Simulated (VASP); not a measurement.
# CrO2 in VASP: further runs

Runs on CrO2. Level: PBE. Tasks: single point.

All numbers are computed with VASP 6.6.1; they aren't measurements. Logs are shortened: lines on timing, memory, paths and dates and some standing lists are left out, and cuts for length are marked.

### Step 1. The cell of the first run

The structure is tetragonal, space group P4_2/mnm (No. 136). The conventional cell has a = 4.444 Å, b = 4.444 Å, c = 2.921 Å, α = 90.00°, β = 90.00°, γ = 90.00°. Within 2.5 Å of Cr (site symmetry mmm) lie 6 O at 1.91 Å. O (site symmetry m2m) has 3 Cr at 1.91 Å and 1 O at 2.47 Å within 2.5 Å.

### Step 2. Single point, PBE, collinear spin, ferromagnetic start

Contents of INCAR:

```
SYSTEM = CrO2
PREC = Accurate ; ENCUT = 700
EDIFF = 1E-6 ; ISMEAR = -1
SIGMA = 0.05 ; LREAL = .False.
LASPH = .True. ; NELM = 200
ALGO = Normal ; ISIF = 2
LWAVE = .False. ; LCHARG = .False.
ISPIN = 2 ; MAGMOM = 3 3 0 0 0 0
LORBIT = 11 ; LMAXMIX = 4
GGA = PE ; NBANDS = 39
GGA_COMPAT = .False.
```

Contents of KPOINTS:

```
regular mesh
0
Gamma
  6 6 9
  0 0 0
```

Contents of POSCAR:

```
CrO2
1.0
    4.4443623652      0.0000000000      0.0000000000
    0.0000000000      4.4443623652      0.0000000000
    0.0000000000      0.0000000000      2.9209702102
Cr O
2 4
Direct
    0.5000000000      0.5000000000      0.5000000000
    0.0000000000      0.0000000000      0.0000000000
    0.8035732574      0.1964267426      0.5000000000
    0.6964267426      0.6964267426      0.0000000000
    0.1964267426      0.8035732574      0.5000000000
    0.3035732574      0.3035732574      0.0000000000
```

Potentials or basis: VASP PAW PBE potentials, release 64 (Cr_sv, O).

The run is started by

```console
$ cat potpaw_PBE.64/Cr_sv/POTCAR potpaw_PBE.64/O/POTCAR > POTCAR
$ mpirun -np 1 vasp_std > vasp.out
```

OUTCAR:

```text
SYSTEM = CrO2
   PREC = Accurate
   ENCUT = 700
   EDIFF = 1E-6
   ISMEAR = -1
   LREAL = .False.
   LASPH = .True.
   NELM = 200
   ISIF = 2
   ISPIN = 2
   LORBIT = 11
   GGA = PE

 ion  position               nearest neighbor table
   1  0.500  0.500  0.500-   3 1.91   5 1.91   4 1.91   6 1.91   4 1.91   6 1.91
   2  0.000  0.000  0.000-   4 1.91   6 1.91   5 1.91   3 1.91   3 1.91   5 1.91
   3  0.804  0.196  0.500-   1 1.91   2 1.91   2 1.91
   4  0.696  0.696  0.000-   2 1.91   1 1.91   1 1.91
   5  0.196  0.804  0.500-   1 1.91   2 1.91   2 1.91
   6  0.304  0.304  0.000-   2 1.91   1 1.91   1 1.91

  LATTYP: Found a simple tetragonal cell.
 ALAT       =     4.4443623652
 C/A-ratio  =     0.6572304349

  Lattice vectors:

 A1 = (   4.4443623652,   0.0000000000,   0.0000000000)
 A2 = (   0.0000000000,   4.4443623652,   0.0000000000)
 A3 = (   0.0000000000,   0.0000000000,   2.9209702102)

Analysis of symmetry for initial positions (statically):
=====================================================================
 Subroutine PRICEL returns:
 Original cell was already a primitive cell.

 Routine SETGRP: Setting up the symmetry group for a
 simple tetragonal supercell.

 Subroutine GETGRP returns: Found 16 space group operations
 (whereof  8 operations were pure point group operations)
 out of a pool of 16 trial point group operations.

The static configuration has the point symmetry D_2h.
 The point group associated with its full space group is D_4h.

Analysis of symmetry for dynamics (positions and initial velocities):
=====================================================================
 Subroutine PRICEL returns:
 Original cell was already a primitive cell.

 Routine SETGRP: Setting up the symmetry group for a
 simple tetragonal supercell.

 Subroutine GETGRP returns: Found 16 space group operations
 (whereof  8 operations were pure point group operations)
 out of a pool of 16 trial point group operations.

The dynamic configuration has the point symmetry D_2h.
 The point group associated with its full space group is D_4h.

Analysis of structural, dynamic, and magnetic symmetry:
=====================================================================
 Subroutine PRICEL returns:
 Original cell was already a primitive cell.

 Routine SETGRP: Setting up the symmetry group for a
 simple tetragonal supercell.

 Subroutine GETGRP returns: Found 16 space group operations
 (whereof  8 operations were pure point group operations)
[... 144 lines left out ...]
  volume of cell :       57.70
 maximum number of plane-waves:      2449
 NGX is ok and might be reduce to    40
   NGX = 19   NGY = 19   NGZ = 13

 number of electron      51.9999977 magnetization       3.9999744

 Free energy of the ion-electron system (eV)
  ---------------------------------------------------
  ext. energy  EPLUGINS =         0.00000000
  ---------------------------------------------------
  free energy    TOTEN  =       -50.75274254 eV

  energy without entropy =      -50.74212322  energy(sigma->0) =      -50.74743288

 E-fermi :   6.7622     XC(G=0): -11.8612

 val. band max:        6.7554234773   @ k =   0.1667   0.1667   0.4444
 cond. band min:       6.8134628289   @ k =   0.5000   0.5000   0.4444
 fundamental gap:      0.0580393516
 Fermi energy:         6.7621921505

 spin component 1

 k-point     1 :       0.0000    0.0000    0.0000
  band No.  band energies     occupation
      1     -66.7229      1.00000
      2     -66.7176      1.00000
      3     -38.0912      1.00000
      4     -38.0912      1.00000
      5     -37.9762      1.00000
      6     -37.9762      1.00000
[... 973 lines left out ...]
     37      20.4979      0.00000
     38      20.4979      0.00000

 [... further k-points ...]

 spin component 2

 k-point     1 :       0.0000    0.0000    0.0000
  band No.  band energies     occupation
      1     -64.4626      1.00000
      2     -64.4567      1.00000
      3     -36.0738      1.00000
      4     -36.0738      1.00000
      5     -35.7308      1.00000
      6     -35.7308      1.00000
[... 973 lines left out ...]
     37      20.9922      0.00000
     38      20.9922      0.00000

 [... further k-points ...]

 [bands above 38 left out]

------------------------ aborting loop because EDIFF is reached ----------------------------------------

  FORCE on cell =-STRESS in cart. coord.  units (eV):
  Direction    XX          YY          ZZ          XY          YZ          ZX
  --------------------------------------------------------------------------------------
  -------------------------------------------------------------------------------------
  Total       -0.3203908     -0.3203908     -0.3021176     -0.0000000      0.0000000      0.0000000
  in kB       -8.8970198     -8.8970198     -8.3895878     -0.0000000      0.0000000      0.0000000
  external PRESSURE =      -8.7278758 kB  Pullay stress =       0.0000000 kB

 VOLUME and BASIS-vectors are now :
 -----------------------------------------------------------------------------
  energy-cutoff  :      700.00
  volume of cell :       57.70
      direct lattice vectors                 reciprocal lattice vectors
     4.444362365  0.000000000  0.000000000     0.225004155  0.000000000  0.000000000
     0.000000000  4.444362365  0.000000000     0.000000000  0.225004155  0.000000000
     0.000000000  0.000000000  2.920970210     0.000000000  0.000000000  0.342352002

 POSITION                                       TOTAL-FORCE (eV/Angst)
 -----------------------------------------------------------------------------------
      2.22218      2.22218      1.46049        -0.000000      0.000000      0.000000
      0.00000      0.00000      0.00000        -0.000000      0.000000      0.000000
      3.57137      0.87299      1.46049        -0.002922      0.002922      0.000000
      3.09517      3.09517      0.00000         0.002922      0.002922      0.000000
      0.87299      3.57137      1.46049         0.002922     -0.002922      0.000000
      1.34919      1.34919      0.00000        -0.002922     -0.002922      0.000000
 -----------------------------------------------------------------------------------
    total drift:                               -0.000000      0.000000     -0.000000

  FREE ENERGIE OF THE ION-ELECTRON SYSTEM (eV)
  ---------------------------------------------------
  free  energy   TOTEN  =       -50.7527425397 eV

  energy  without entropy=      -50.7421232245  energy(sigma->0) =      -50.74743288

 total charge

# of ion       s       p       d       tot
------------------------------------------
    1        2.152   6.050   3.360  11.562
    2        2.152   6.050   3.360  11.562
    3        1.567   3.465   0.000   5.032
    4        1.567   3.465   0.000   5.032
    5        1.567   3.465   0.000   5.032
    6        1.567   3.465   0.000   5.032
--------------------------------------------------
tot         10.574  25.960   6.720  43.255

 magnetization (x)

# of ion       s       p       d       tot
------------------------------------------
    1        0.012   0.012   1.929   1.954
    2        0.012   0.012   1.929   1.954
    3       -0.003  -0.074   0.000  -0.076
    4       -0.003  -0.074   0.000  -0.076
    5       -0.003  -0.074   0.000  -0.076
    6       -0.003  -0.074   0.000  -0.076
--------------------------------------------------
tot          0.014  -0.270   3.858   3.602
```

OSZICAR:

```text
N       E                     dE             d eps       ncg     rms          rms(c)
DAV:   1     0.883035538538E+03    0.88304E+03   -0.33174E+04 10410   0.326E+03
DAV:   2     0.147015291216E+02   -0.86833E+03   -0.82595E+03  9216   0.735E+02
DAV:   3    -0.607341259278E+02   -0.75436E+02   -0.73649E+02 11259   0.229E+02
DAV:   4    -0.653298610479E+02   -0.45957E+01   -0.45616E+01 14884   0.456E+01
DAV:   5    -0.659817669954E+02   -0.65191E+00   -0.65092E+00 11492   0.150E+01    0.401E+01
DAV:   6    -0.589198158409E+02    0.70620E+01   -0.64569E+01 12808   0.133E+02    0.558E+01
DAV:   7    -0.524457893616E+02    0.64740E+01   -0.70401E+01 14117   0.124E+02    0.152E+01
DAV:   8    -0.507680963298E+02    0.16777E+01   -0.34194E+00 12865   0.289E+01    0.603E+00
DAV:   9    -0.507462592772E+02    0.21837E-01   -0.64310E-01 14537   0.108E+01    0.360E+00
DAV:  10    -0.507484476316E+02   -0.21884E-02   -0.12789E-01 14453   0.402E+00    0.189E+00
DAV:  11    -0.507564821287E+02   -0.80345E-02   -0.18170E-02 14387   0.125E+00    0.120E+00
DAV:  12    -0.507543787922E+02    0.21033E-02   -0.38461E-03 14986   0.104E+00    0.574E-01
DAV:  13    -0.507526842475E+02    0.16945E-02   -0.36594E-03 13043   0.113E+00    0.121E-01
DAV:  14    -0.507527302969E+02   -0.46049E-04   -0.46685E-04 12640   0.195E-01    0.554E-02
DAV:  15    -0.507527409673E+02   -0.10670E-04   -0.34666E-05 13737   0.614E-02    0.354E-02
DAV:  16    -0.507527425458E+02   -0.15784E-05   -0.71276E-06 10152   0.449E-02    0.109E-02
DAV:  17    -0.507527425397E+02    0.60681E-08   -0.21241E-06  7232   0.250E-02
   1 F= -.50752743E+02 E0= -.50747433E+02  d E =-.106193E-01  mag=     4.0000
```

stdout:

```text
POSCAR found type information on POSCAR CrO
 POSCAR found :  2 types and       6 ions
 scaLAPACK will be used
 LDA part: xc-table for (Slater+PW92), standard interpolation
 POSCAR, INCAR and KPOINTS ok, starting setup
 FFT: planning ... GRIDC
 FFT: planning ... GRID_SOFT
 FFT: planning ... GRID
 WAVECAR not read
 entering main loop
```

Run time: 6.5 min. Hardware: 1 thread of Intel Xeon Platinum 8488C (Sapphire Rapids), shared host; peak memory 0.39 GiB.

Results:

```yaml
Free_energy: -50.7527 eV
Pressure: -0.9 GPa
Largest_force: 0.004 eV/Å
Band_gap_on_the_k_mesh: zero (filled and empty bands overlap)
Net_moment: 4.00 μB per cell
Site_moments: Cr +1.95; O -0.08 μB
Valence_electrons_inside_the_program's_atomic_spheres: Cr 11.56; O 5.03
```

Forces on the atoms (eV/Å):
```
Cr   0.000  0.000  0.000
Cr   0.000  0.000  0.000
O   -0.003  0.003  0.000
O    0.003  0.003  0.000
O    0.003 -0.003  0.000
O   -0.003 -0.003  0.000
```

Levels at points of the mesh, in eV from the Fermi level:
Spin up:
```csv
k point,band 25,band 26,band 27,band 28,band 29,band 30,band 31,band 32
"(0.00, 0.00, 0.00)",-1.21,-1.13,-1.13,-1.12,-0.56,1.10,1.19,3.79
"(0.50, 0.00, 0.00)",-0.78,-0.78,-0.35,-0.35,0.36,0.36,3.27,3.27
"(0.50, 0.50, 0.00)",-1.47,-1.47,-1.11,-1.11,0.89,0.89,2.69,2.69
```
Spin down:
```
           k point  band 22  band 23  band 24  band 25  band 26  band 27
(0.00, 0.00, 0.00)    -1.37    -1.37    -0.94     0.98     0.99     1.24
(0.50, 0.00, 0.00)    -2.85    -1.74    -1.74     1.64     1.64     1.81
(0.50, 0.50, 0.00)    -2.53    -2.18    -2.18     1.00     1.00     1.26
```

Caveat: semilocal functionals often make such compounds metallic where correlation or magnetic order opens a gap, which also shifts bond lengths; the run started ferromagnetic, and an antiferromagnetic order may lie lower in energy. With open d or f shells a metallic result of PBE can be an artefact of self-interaction; +U or a hybrid may open a gap.

### Step 3. Single point, PBE, collinear spin, ferromagnetic start

This run uses another cell than the first one, of 9.50 Å³/atom.

Contents of INCAR:

```
PREC = Accurate
ENCUT = 520
EDIFF = 1E-6
ISMEAR = -1
SIGMA = 0.05
LREAL = False
LASPH = True
NELM = 150
ALGO = Normal
ISIF = 2
LWAVE = False
LCHARG = False
ISPIN = 2
MAGMOM = 3 3 0 0 0 0
LORBIT = 11
LMAXMIX = 4
GGA = PE
NBANDS = 37
```

Contents of KPOINTS:

```
Automatic mesh
0
Gamma
  5 5 8
```

Contents of POSCAR:

```
CrO2
1.0
    4.4210000000     -0.0221050000      0.0000000000
   -0.0221050000      4.4210000000      0.0000000000
    0.0000000000      0.0000000000      2.9170000000
Cr O
2 4
Direct
    0.5000000000      0.5000000000      0.5000000000
    0.0000000000      0.0000000000      0.0000000000
    0.8010000000      0.1990000000      0.5000000000
    0.6990000000      0.6990000000      0.0000000000
    0.1990000000      0.8010000000      0.5000000000
    0.3010000000      0.3010000000      0.0000000000
```

Potentials or basis: VASP PAW PBE potentials, release 64 (Cr_pv, O).

The run is started by

```console
$ cat potpaw_PBE.64/Cr_pv/POTCAR potpaw_PBE.64/O/POTCAR > POTCAR
$ mpirun -np 1 vasp_std > vasp.out
```

Wall time 80 s (1 thread of Intel Xeon 6975P-C (Granite Rapids), shared host); peak memory 0.28 GiB.

Results (log left out):

* Free energy: -50.3365 eV
* Pressure: 3.1 GPa
* Largest force: 0.278 eV/Å
* Band gap on the k mesh: zero (filled and empty bands overlap)
* Net moment: 4.00 μB per cell
* Site moments: Cr +2.11, +2.08; O -0.07 μB
* Valence electrons inside the program's atomic spheres: Cr 10.86; O 5.03, 5.04 (each value once)

Forces on the atoms (eV/Å):
```
Cr   0.000  0.000  0.000
Cr   0.000  0.000  0.000
O    0.173 -0.173  0.000
O   -0.197 -0.197  0.000
O   -0.173  0.173  0.000
O    0.197  0.197  0.000
```

Stress tensor (GPa, compression positive):
```
3.35 2.32 0.00
2.32 3.35 0.00
0.00 0.00 2.56
```

Levels at points of the mesh, in eV from the Fermi level:
Spin up:
```tsv
k point	band 22	band 23	band 24	band 25	band 26	band 27	band 28	band 29	band 30	band 31
(0.00, 0.00, 0.00)	-1.24	-1.20	-1.20	-1.16	-1.15	-0.63	1.15	1.20	3.67	3.75
(0.00, 0.00, 0.50)	-2.61	-0.72	-0.68	0.01	0.04	0.72	0.73	2.46	2.55	2.87
```
Spin down:
| k point | band 19 | band 20 | band 21 | band 22 | band 23 | band 24 | band 25 | band 26 |
| --- | --- | --- | --- | --- | --- | --- | --- | --- |
| (0.00, 0.00, 0.00) | -1.70 | -1.40 | -1.36 | -0.91 | 0.88 | 0.93 | 1.18 | 1.20 |
| (0.00, 0.00, 0.50) | -3.67 | -3.60 | -2.62 | -2.50 | 1.65 | 1.66 | 2.11 | 2.13 |

Caveat: the cell stands under pressure; semilocal functionals often make such compounds metallic where correlation or magnetic order opens a gap, which also shifts bond lengths; the run started ferromagnetic, and an antiferromagnetic order may lie lower in energy.

The gap in the log of VASP goes by the Fermi energy; the results here count the filled bands.